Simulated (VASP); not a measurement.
# Ca (I4/mmm) in VASP: further runs

Ca is run at these levels: PBE; tasks: single point.

Everything below comes from runs of VASP 6.6.1. Logs are shortened: lines on timing, memory, paths and dates and some standing lists are left out, and cuts for length are marked.

## Step 1: The cell of the first run

The structure is tetragonal, space group I4/mmm (No. 139). The conventional cell has a = 4.408 Å, b = 4.408 Å, c = 4.628 Å, α = 90.00°, β = 90.00°, γ = 90.00°. Ca (site symmetry 4/mmm) has 14 Ca at 3.88 to 4.63 Å within 5.1 Å.

## Step 2: Single point, PBE

INCAR

```
PREC = Accurate ; ENCUT = 520
EDIFF = 1E-6 ; ISMEAR = 0
SIGMA = 0.15 ; LREAL = False
LASPH = True ; NELM = 60
ALGO = Fast ; ISIF = 2
LWAVE = False ; LCHARG = False
GGA = PE ; NBANDS = 11
```

KPOINTS

```
Automatic mesh
0
Gamma
  16 16 16
```

POSCAR

```
Ca
1.0
   -2.2038646488      2.2038646488      2.3140578813
    2.2038646488     -2.2038646488      2.3140578813
    2.2038646488      2.2038646488     -2.3140578813
Ca
1
Direct
    0.0000000000      0.0000000000      0.0000000000
```

Potentials or basis: VASP PAW PBE potentials, release 64 (Ca_sv).

On the command line:

```bash
cat potpaw_PBE.64/Ca_sv/POTCAR > POTCAR
mpirun -np 1 vasp_std > vasp.out
```

OUTCAR:

```text
PREC = Accurate
   ENCUT = 520
   EDIFF = 1E-6
   ISMEAR = 0
   LREAL = False
   LASPH = True
   NELM = 60
   ISIF = 2
   GGA = PE

 ion  position               nearest neighbor table
   1  0.000  0.000  0.000-

  LATTYP: Found a body centered tetragonal cell.
 ALAT       =     4.4077292976
 C/A-ratio  =     1.0500000000

  Lattice vectors:

 A1 = (  -2.2038646488,   2.2038646488,   2.3140578813)
 A2 = (   2.2038646488,  -2.2038646488,   2.3140578813)
 A3 = (   2.2038646488,   2.2038646488,  -2.3140578813)

Analysis of symmetry for initial positions (statically):
=====================================================================
 Subroutine PRICEL returns:
 Original cell was already a primitive cell.

 Routine SETGRP: Setting up the symmetry group for a
 body centered tetragonal supercell.

 Subroutine GETGRP returns: Found 16 space group operations
 (whereof 16 operations were pure point group operations)
 out of a pool of 16 trial point group operations.

The static configuration has the point symmetry D_4h.

Analysis of symmetry for dynamics (positions and initial velocities):
=====================================================================
 Subroutine PRICEL returns:
 Original cell was already a primitive cell.

 Routine SETGRP: Setting up the symmetry group for a
 body centered tetragonal supercell.

 Subroutine GETGRP returns: Found 16 space group operations
 (whereof 16 operations were pure point group operations)
 out of a pool of 16 trial point group operations.

The dynamic configuration has the point symmetry D_4h.

 Subroutine INISYM returns: Found 16 space group operations
 (whereof 16 operations are pure point group operations),
 and found     1 'primitive' translations

----------------------------------------------------------------------------------------

                                     Primitive cell

  volume of cell :      44.9577

  direct lattice vectors                    reciprocal lattice vectors
    -2.203864649  2.203864649  2.314057881     0.000000000  0.226874187  0.216070654
     2.203864649 -2.203864649  2.314057881     0.226874187  0.000000000  0.216070654
     2.203864649  2.203864649 -2.314057881     0.226874187  0.226874187  0.000000000

  length of vectors
     3.881868449  3.881868449  3.881868449     0.313302448  0.313302448  0.320848552

  position of ions in fractional coordinates (direct lattice)
     0.000000000  0.000000000  0.000000000

  ion indices of the primitive-cell ions
   primitive index   ion index
                 1           1

----------------------------------------------------------------------------------------

 KPOINTS: Automatic mesh

Automatic generation of k-mesh.
 Grid dimensions read from file:
 generate k-points for:   16   16   16

 Generating k-lattice:

  Cartesian coordinates                     Fractional coordinates (reciprocal lattice)
     0.000000000  0.014179637  0.013504416     0.062500000  0.000000000  0.000000000
     0.014179637  0.000000000  0.013504416     0.000000000  0.062500000  0.000000000
     0.014179637  0.014179637  0.000000000     0.000000000  0.000000000  0.062500000

  Length of vectors
     0.019581403  0.019581403  0.020053034

  Shift w.r.t. Gamma in fractional coordinates (k-lattice)
     0.000000000  0.000000000  0.000000000

 Subroutine IBZKPT returns following result:
 ===========================================

 Found    349 irreducible k-points:

 Following reciprocal coordinates:
            Coordinates               Weight
  0.000000  0.000000  0.000000      1.000000
  0.062500 -0.000000  0.000000      8.000000
  0.125000 -0.000000  0.000000      8.000000
  0.187500 -0.000000  0.000000      8.000000
  0.250000 -0.000000  0.000000      8.000000
  0.312500 -0.000000  0.000000      8.000000
[... 16 lines left out ...]
 -0.125000  0.062500 -0.000000     16.000000
 -0.062500  0.062500  0.000000      4.000000
 [... further k-points ...]
   k-points           NKPTS =    349   k-points in BZ     NKDIM =    349   number of bands    NBANDS=     11
   number of dos      NEDOS =    301   number of ions     NIONS =      1
   total plane-waves  NPLWV =  27000
   dimension x,y,z NGX =    30 NGY =   30 NGZ =   30
   dimension x,y,z NGXF=    60 NGYF=   60 NGZF=   60
   ions per type =               1
   NGX,Y,Z   is equivalent  to a cutoff of  12.85, 12.85, 12.85 a.u.
   NGXF,Y,Z  is equivalent  to a cutoff of  25.70, 25.70, 25.70 a.u.
 SYSTEM =  unknown system
   PREC   = accura    normal or accurate (medium, high low for compatibility)
   ISTART =      0    job   : 0-new  1-cont  2-samecut
   ICHARG =      2    charge: 1-file 2-atom 10-const
   ISPIN  =      1    spin polarized calculation?
   LNONCOLLINEAR =      F non collinear calculations
   LSORBIT =      F    spin-orbit coupling
   LASPH  =      T    aspherical Exc in radial PAW
   ENCUT  =  520.0 eV  38.22 Ry    6.18 a.u.   7.22  7.22  7.22*2*pi/ulx,y,z
   NELM   =     60;   NELMIN=  2; NELMDL= -5     # of ELM steps
   EDIFF  = 0.1E-05   stopping-criterion for ELM
   LREAL  =      F    real-space projection
   EDIFFG = 0.1E-04   stopping-criterion for IOM
   NSW    =      0    number of steps for IOM
   IBRION =     -1    ionic relax: 0-MD 1-quasi-New 2-CG
   NFREE  =      0    steps in history (QN), initial steepest desc. (CG)
   ISIF   =      2    stress and relaxation
   ISYM   =      2    0-nonsym 1-usesym 2-fastsym
   POTIM  = 0.5000    time-step for ionic-motion
   TEBEG  =    0.0;   TEEND  =   0.0 temperature during run
   PSTRESS=    0.0 pullay stress
   NELECT =      10.0000    total number of electrons
   NUPDOWN=      -1.0000    fix difference up-down
   EMIN   =  10.00;   EMAX   =-10.00  energy-range for DOS
   EFERMI =   0.00;   METHOD = LEGACY
   ISMEAR =     0;   SIGMA  =   0.15  broadening in eV -4-tet -1-fermi 0-gaus
   EFERMI_NEDOS =   21; number of points for ismear=-14 and -15
   IALGO  =     68    algorithm
   IMIX   =      4    mixing-type and parameters
     AMIX     =   0.40;   BMIX     =  1.00
     AMIX_MAG =   1.60;   BMIX_MAG =  1.00
  volume/ion in A,a.u.               =      44.96       303.39
  Fermi-wavevector in a.u.,A,eV,Ry     =   0.991913  1.874443 13.386649  0.983891
  Thomas-Fermi vector in A             =   2.123688
   LORBIT       =      0    0 simple, 1 ext, 2 COOP (PROOUT), +10 PAW based schemes
   GGA     = PE    functional components
   LHFCALC =     F    Hartree Fock is set to
   AEXX    =    0.0000 exact exchange contribution
   IVDW    =     0    specifies the selected vdW correction
   LEPSILON=     F    determine dielectric tensor
   LRPA    =     F    only Hartree local field effects (RPA)
 non-spin polarized calculation
 RMM-DIIS sequential band-by-band and
 Gauss-broadening in eV      SIGMA  =   0.15
  energy-cutoff  :      520.00
  volume of cell :       44.96
 maximum number of plane-waves:      1232
 NGX is ok and might be reduce to    30

 number of electron      10.0000000 magnetization

 number of electron       9.9999999 magnetization

 Free energy of the ion-electron system (eV)
  ---------------------------------------------------
  ext. energy  EPLUGINS =         0.00000000
  ---------------------------------------------------
  free energy    TOTEN  =        -1.91427621 eV

  energy without entropy =       -1.89686294  energy(sigma->0) =       -1.90556958

 E-fermi :   1.7647     XC(G=0):  -7.5427

 val. band max:        1.7621454834   @ k =  -0.1875   0.5000   0.1250
 cond. band min:       1.7778328978   @ k =   0.5000   0.5000   0.2500
 fundamental gap:      0.0156874145
 Fermi energy:         1.7646510991

 k-point     1 :       0.0000    0.0000    0.0000
  band No.  band energies     occupation
      1     -40.4519      2.00000
      2     -21.3757      2.00000
      3     -21.3757      2.00000
      4     -21.3703      2.00000
      5      -2.1918      2.00000
      6       3.9050      0.00000
      7       3.9050      0.00000
      8       4.1022      0.00000
      9       4.8199      0.00000
     10       5.0646      0.00000
     11      11.3598      0.00000

 k-point     2 :       0.0625   -0.0000    0.0000
  band No.  band energies     occupation
      1     -40.4515      2.00000
      2     -21.3787      2.00000
      3     -21.3771      2.00000
      4     -21.3716      2.00000
      5      -2.1256      2.00000
      6       3.8823      0.00000
      7       3.9049      0.00000
      8       4.1126      0.00000
      9       4.7844      0.00000
     10       5.0490      0.00000
     11      11.3431      0.00000

 k-point     3 :       0.1250   -0.0000    0.0000
  band No.  band energies     occupation
      1     -40.4503      2.00000
      2     -21.3900      2.00000
      3     -21.3810      2.00000
      4     -21.3723      2.00000
      5      -1.9293      2.00000
      6       3.7850      0.00000
      7       3.8403      0.00000
      8       4.2151      0.00000
      9       4.7093      0.00000
     10       5.0253      0.00000
     11      10.9719      0.00000

 k-point     4 :       0.1875   -0.0000    0.0000
  band No.  band energies     occupation
      1     -40.4486      2.00000
      2     -21.4080      2.00000
      3     -21.3868      2.00000
      4     -21.3724      2.00000
      5      -1.6099      2.00000
      6       3.5630      0.00000
      7       3.7040      0.00000
      8       4.4343      0.00000
      9       4.6743      0.00000
     10       5.0170      0.00000
     11      10.0613      0.00000

 k-point     5 :       0.2500   -0.0000    0.0000
  band No.  band energies     occupation
      1     -40.4465      2.00000
      2     -21.4293      2.00000
      3     -21.3938      2.00000
      4     -21.3723      2.00000
      5      -1.1800      2.00000
      6       3.2291      0.00000
      7       3.5435      0.00000
      8       4.7009      0.00000
      9       4.7377      0.00000
     10       5.0326      0.00000
     11       9.0288      0.00000
[... 211 lines left out ...]
 k-point    21 :      -0.2500    0.0625   -0.0000
  band No.  band energies     occupation
      1     -40.4473      2.00000
      2     -21.4209      2.00000
      3     -21.3898      2.00000
      4     -21.3742      2.00000
      5      -1.3490      2.00000
      6       3.3771      0.00000
      7       3.6029      0.00000
      8       4.5919      0.00000
      9       4.6702      0.00000
     10       5.0474      0.00000
     11       9.5365      0.00000

 k-point    22 :      -0.1875    0.0625   -0.0000
  band No.  band energies     occupation
      1     -40.4492      2.00000
      2     -21.4019      2.00000
      3     -21.3828      2.00000
      4     -21.3741      2.00000
      5      -1.7268      2.00000
      6       3.6433      0.00000
      7       3.7763      0.00000
      8       4.3189      0.00000
      9       4.7022      0.00000
     10       5.0067      0.00000
     11      10.5529      0.00000

 k-point    23 :      -0.1250    0.0625   -0.0000
  band No.  band energies     occupation
      1     -40.4507      2.00000
      2     -21.3875      2.00000
      3     -21.3777      2.00000
      4     -21.3735      2.00000
      5      -1.9878      2.00000
      6       3.7900      0.00000
      7       3.9241      0.00000
      8       4.1270      0.00000
      9       4.7857      0.00000
     10       4.9891      0.00000
     11      11.3069      0.00000

 k-point    24 :      -0.0625    0.0625    0.0000
  band No.  band energies     occupation
      1     -40.4515      2.00000
      2     -21.3799      2.00000
      3     -21.3758      2.00000
      4     -21.3718      2.00000
      5      -2.1223      2.00000
      6       3.8580      0.00000
      7       3.9548      0.00000
      8       4.0741      0.00000
      9       4.8263      0.00000
     10       5.0158      0.00000
     11      11.4544      0.00000

 [... further k-points ...]
[... 5 lines left out ...]
  --------------------------------------------------------------------------------------
  -------------------------------------------------------------------------------------
  Total       -0.2859234     -0.2859234     -0.2560507      0.0000000      0.0000000      0.0000000
  in kB      -10.1895785    -10.1895785     -9.1249920      0.0000000      0.0000000      0.0000000
  external PRESSURE =      -9.8347163 kB  Pullay stress =       0.0000000 kB

 VOLUME and BASIS-vectors are now :
 -----------------------------------------------------------------------------
  energy-cutoff  :      520.00
  volume of cell :       44.96
      direct lattice vectors                 reciprocal lattice vectors
    -2.203864649  2.203864649  2.314057881     0.000000000  0.226874187  0.216070654
     2.203864649 -2.203864649  2.314057881     0.226874187  0.000000000  0.216070654
     2.203864649  2.203864649 -2.314057881     0.226874187  0.226874187  0.000000000

 POSITION                                       TOTAL-FORCE (eV/Angst)
 -----------------------------------------------------------------------------------
      0.00000      0.00000      0.00000         0.000000     -0.000000      0.000000
 -----------------------------------------------------------------------------------
    total drift:                               -0.000000     -0.000000      0.000000

  FREE ENERGIE OF THE ION-ELECTRON SYSTEM (eV)
  ---------------------------------------------------
  free  energy   TOTEN  =        -1.9142762104 eV

  energy  without entropy=       -1.8968629440  energy(sigma->0) =       -1.90556958
```

It took 2.9 min on 1 thread of Intel Xeon Platinum 8375C at 2.90GHz (Ice Lake), shared host; peak memory 0.3 GiB.

What came out:

```yaml
Free_energy: -1.9143 eV
Pressure: -1.0 GPa
Band_gap_on_the_k_mesh: zero (band 5 reaches 2.07 eV, above the bottom of band 6 at 1.64 eV)
```

## Step 3: Single point, PBE

This run uses another cell than the first one, of the same volume but with other edges.

INCAR

```
ALGO     = Fast           # electronic algorithm
EDIFF    = 1E-6           # SCF threshold, eV
ENCUT    = 520            # plane-wave cutoff, eV
GGA      = PE             # functional
ISIF     = 2              # what is computed and relaxed
ISMEAR   = 0              # smearing method
LASPH    = True           # aspherical terms in the spheres
LCHARG   = True           # write CHGCAR
LELF     = True           # ELF
LREAL    = False          # projectors in reciprocal space
LVHAR    = True         
LWAVE    = False          # write WAVECAR
NBANDS   = 11             # bands
NELM     = 100            # most SCF steps
PREC     = Accurate       # precision mode
SIGMA    = 0.15           # smearing width, eV
```

KPOINTS

```
k-points
0
Gamma
  16 16 16
```

POSCAR

```
Ca
1.0
   -2.5144415644      2.5144415644      1.7777101860
    2.5144415644     -2.5144415644      1.7777101860
    2.5144415644      2.5144415644     -1.7777101860
Ca
1
Direct
    0.0000000000      0.0000000000      0.0000000000
```

Potentials or basis: VASP PAW PBE potentials, release 64 (Ca_sv).

On the command line:

```bash
cat potpaw_PBE.64/Ca_sv/POTCAR > POTCAR
mpirun -np 1 vasp_std > vasp.out
```

It took 80 s on 1 thread of Intel Xeon 6975P-C (Granite Rapids), shared host; peak memory 0.29 GiB.

Results (log left out):

- Free energy: -1.7850 eV
- Pressure: -0.4 GPa
- Band gap on the k mesh: zero (band 5 reaches 2.23 eV, above the bottom of band 6 at 1.09 eV)

Stress tensor (GPa, compression positive):
```
-2.52  0.00  0.00
 0.00 -2.52  0.00
 0.00  0.00  3.93
```

Levels at points of the mesh, in eV from the Fermi level:
```csv
k point,band 1,band 2,band 3,band 4,band 5,band 6,band 7,band 8,band 9,band 10
"(0.00, 0.00, 0.00)",-42.17,-23.09,-23.09,-23.06,-3.87,1.38,1.91,3.15,3.15,3.74
"(0.50, 0.00, 0.00)",-42.14,-23.27,-23.11,-23.10,-0.44,0.66,0.91,3.07,3.90,4.06
"(0.50, 0.50, 0.00)",-42.16,-23.18,-23.08,-23.08,-1.40,-0.59,1.93,2.87,2.98,4.13
"(0.50, 0.50, 0.50)",-42.15,-23.17,-23.17,-23.09,-0.07,0.10,2.14,2.14,4.03,4.03
```

[end of part 1 of 2]
